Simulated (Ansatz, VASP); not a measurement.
# ZnO in VASP and in Ansatz

The input INCAR:

```
  ALGO = Normal
  EDIFF = 1E-7
  ENCUT = 520
  GGA = PE
  ISIF = 2
  ISMEAR = 0
  LASPH = True
  LCHARG = False
  LREAL = False
  LWAVE = False
  NBANDS = 26
  NELM = 80
  PREC = Accurate
  SIGMA = 0.02
```

KPOINTS

```
k-points
0
Gamma
  12 12 6
```

File POSCAR:

```
ZnO
1.0
    3.1070694898      0.0000000000      0.0000000000
   -1.5535347449      2.6908011095      0.0000000000
    0.0000000000      0.0000000000      5.0127743593
Zn O
2 2
Direct
    0.6666666667      0.3333333333      0.5006472146
    0.3333333333      0.6666666667      0.0006472146
    0.6666666667      0.3333333333      0.8796627854
    0.3333333333      0.6666666667      0.3796627854
```

Input for Ansatz:

```yaml
crystal:
  lattice:
    - [3.1070694898, 0.0, 0.0]
    - [-1.5535347449, 2.6908011095, 0.0]
    - [0.0, 0.0, 5.0127743593]
  atoms:
    - { symbol: Zn, position: [0.6666666667, 0.3333333333, 0.5006472146] }
    - { symbol: Zn, position: [0.3333333333, 0.6666666667, 0.0006472146] }
    - { symbol: O, position: [0.6666666667, 0.3333333333, 0.8796627854] }
    - { symbol: O, position: [0.3333333333, 0.6666666667, 0.3796627854] }
basis:
  ecutwfc: 420
kpoints:
  mp_grid: { grid: [12, 12, 6] }
  band_path: { path: [VBM, CBM], npoints: 2 }
hamiltonian:
  xc: pbe
scf:
  occupations: { method: gaussian, width: 0.02 }
output:
  forces: true
  stress: true
  eigenvalues: true
checkpoint:
  read: start.run
  write: ck
  compress: false
  write_wavefunctions: false
  write_every: 100000
```

Alike in both runs: task single point; functional PBE; k mesh 12 × 12 × 6; occupations gaussian, width 0.02 eV; no spin polarisation.

|  | VASP | Ansatz |
| --- | --- | --- |
| version | VASP 6.6.1 | Ansatz 0.2.0 |
| potentials or method | VASP PAW PBE potentials, release 64 (Zn, O), cutoff 520 eV | scalar-relativistic, plane waves, PAW |
| valence electrons in the cell | 36 | 36 |

```tsv
	VASP	Ansatz	Ansatz less VASP
gap on the k mesh at the Fermi level (eV)	0.96	0.97	+0.009
least direct gap on the mesh (eV)	0.96	0.97	+0.009
```

The functional is the same, so the differences come from potentials, cutoffs and numerics.
